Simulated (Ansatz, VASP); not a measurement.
Given: the input of a run of VASP 6.6.1 on Sr2CaN2.

File INCAR:

```
PREC = Accurate
ENCUT = 520
EDIFF = 1E-6
ISMEAR = -1
SIGMA = 0.05
LREAL = False
LASPH = True
NELM = 60
ALGO = Normal
ISIF = 2
LWAVE = False
LCHARG = False
GGA = PE
NBANDS = 28
```

KPOINTS

```
Automatic mesh
0
Gamma
  8 8 3
```

Contents of POSCAR:

```
Sr2CaN2
1.0
    3.8021792695      0.0000000000      0.0000000000
   -1.9010896347      3.2927838371      0.0000000000
    0.0000000000      0.0000000000      9.5255850018
Sr Ca N
2 1 2
Direct
    0.3245310000      0.6513290000      0.7805240000
    0.6577570000      0.3291560000      0.2114300000
    0.0076950000     -0.0044180000      0.4916630000
    0.3344290000      0.6769880000      0.3399800000
    0.6655470000      0.3484600000      0.6592230000
```

Potentials or basis: VASP PAW PBE potentials, release 64 (Sr_sv, Ca_sv, N).

Command:

```console
$ cat potpaw_PBE.64/Sr_sv/POTCAR potpaw_PBE.64/Ca_sv/POTCAR potpaw_PBE.64/N/POTCAR > POTCAR
$ mpirun -np 1 vasp_std > vasp.out
```

Problem. Translate it to Ansatz 0.2.0. Potentials there: Ansatz PAW.

Solution. As run (the cutoff follows the program's own potentials):

File input.yaml:

```yaml
crystal:
  lattice:
    - [3.8021792695, 0.0, 0.0]
    - [-1.9010896347, 3.2927838371, 0.0]
    - [0.0, 0.0, 9.5255850018]
  atoms:
    - { symbol: Sr, position: [0.324531, 0.651329, 0.780524] }
    - { symbol: Sr, position: [0.657757, 0.329156, 0.21143] }
    - { symbol: Ca, position: [0.007695, -0.004418, 0.491663] }
    - { symbol: "N", position: [0.334429, 0.676988, 0.33998] }
    - { symbol: "N", position: [0.665547, 0.34846, 0.659223] }
hamiltonian:
  xc: pbe
  pseudopotentials: { kind: paw }
kpoints:
  mp_grid: { grid: [8, 8, 3] }
scf:
  occupations: { method: fermi_dirac, width: 0.05 }
output:
  forces: true
  stress: true
  eigenvalues: true
```

Potentials or basis: Ansatz PAW.

The run is started by

```bash
$ ansatz run input.yaml --threads 2 --pin off --max-ram 5120MiB --backend cpu --events-out ev --progress --plain --runs-dir out
```

Both were run:

|  | VASP | Ansatz | Ansatz less VASP |
| --- | --- | --- | --- |
| gap on the k mesh at the Fermi level (eV) | none | none | - |
| pressure (GPa) | -0.5 | -0.7 | -0.29 |
| traceless stress, the component that is largest in VASP (GPa) | -0.37 | -0.37 | -0.005 |
| rms of the force components (eV/Å) | 0.238 | 0.249 | +0.0104 |

Atom by atom the forces differ by 0.026 eV/Å (rms over components). A gap of «none» marks a metal or a gap that the smearing closes. With one functional, cell and mesh, what is left measures potentials, basis and numerics.
